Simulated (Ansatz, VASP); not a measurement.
InSb in VASP and in Ansatz

The input INCAR:

```
ALGO     = Normal         # electronic algorithm
EDIFF    = 1E-6           # SCF threshold, eV
ENCUT    = 520            # plane-wave cutoff, eV
ISIF     = 2              # what is computed and relaxed
ISMEAR   = 0              # smearing method
LASPH    = True           # aspherical terms in the spheres
LCHARG   = True           # write CHGCAR
LELF     = True           # ELF
LREAL    = False          # projectors in reciprocal space
LVHAR    = True         
LWAVE    = False          # write WAVECAR
NBANDS   = 16             # bands
NELM     = 60             # most SCF steps
PREC     = Accurate       # precision mode
SIGMA    = 0.15           # smearing width, eV
```

The input KPOINTS:

```
k-points
0
Gamma
  16 16 8
```

POSCAR

```
InSb
1.0
    2.8676300733      0.0000000000      0.0000000000
    0.0000000000      2.8676300733      0.0000000000
    0.0000000000      0.0000000000      6.1077652931
In Sb
1 1
Direct
    0.0000000000      0.0000000000      0.0000000000
    0.0000000000      0.0000000000      0.5000000000
```

Input for Ansatz:

```yaml
crystal:
  lattice:
    - [2.8676300733, 0.0, 0.0]
    - [0.0, 2.8676300733, 0.0]
    - [0.0, 0.0, 6.1077652931]
  atoms:
    - { symbol: In, position: [0.0, 0.0, 0.0] }
    - { symbol: Sb, position: [0.0, 0.0, 0.5] }
basis:
  ecutwfc: 420
kpoints:
  mp_grid: { grid: [16, 16, 8] }
hamiltonian:
  xc: lda
  pseudopotentials: { kind: paw, azcp: { folder: soft_1 } }
scf:
  occupations: { method: gaussian, width: 0.15 }
output:
  forces: true
  stress: true
  eigenvalues: true
```

Alike in both runs: task single point; functional LDA; k mesh 16 × 16 × 8; occupations gaussian, width 0.15 eV; no spin polarisation.

```csv
,VASP,Ansatz
version,VASP 6.6.1,Ansatz 0.2.0
potentials or method,"VASP PAW LDA potentials, release 64 (In_d, Sb), cutoff 520 eV","scalar-relativistic, plane waves, PAW"
valence electrons in the cell,18,28
```

|  | VASP | Ansatz | Ansatz less VASP |
| --- | --- | --- | --- |
| gap on the k mesh at the Fermi level (eV) | none | none | - |
| pressure (GPa) | 6.5 | 6.2 | -0.28 |
| traceless stress, the component that is largest in VASP (GPa) | -6.05 | -5.92 | +0.138 |

Ansatz warns that its potentials were made for another functional, while VASP's fit it. LDA's correlation is that of Perdew and Zunger in VASP and of Perdew and Wang (1992) in Ansatz. A gap of «none» marks a metal or a gap that the smearing closes. VASP's potentials hold 18 valence electrons a cell and Ansatz's 28, so a difference there can come from the potentials and not from the codes.

Spin-orbit coupling is off throughout.
